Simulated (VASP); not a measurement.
## Si: single point with PBE

Si:

```xyz
1
Lattice="0.0000 1.6359 1.6359 1.6359 0.0000 1.6359 1.6359 1.6359 0.0000" Properties=species:S:1:pos:R:3 pbc="T T T"
Si    0.0000    0.0000    0.0000
```

```
Program             : VASP 6.6.1
Task                : single point
Functional          : PBE
Potentials or basis : VASP PAW PBE potentials, release 64 (Si)
Cutoff              : 500 eV
k mesh              : 15 × 15 × 15
Occupations         : fermi-dirac, width 0.05 eV
Spin                : no spin polarisation
```

| Quantity | Value |
| --- | --- |
| Pressure | 124.2 GPa |
| Band gap on the k mesh | zero (band 2 reaches 32.36 eV, above the bottom of band 3 at 14.97 eV) |

Levels at points of the mesh, in eV from the Fermi level:
```
           k point  band 1  band 2  band 3  band 4  band 5  band 6
(0.00, 0.00, 0.00)  -19.93   14.10   14.10   14.10   18.67   18.67
```

Wall time 8.9 s on 1 thread of AMD EPYC 7R43 64-Core Processor (Zen 3), on a shared host, peak memory 0.08 GiB.
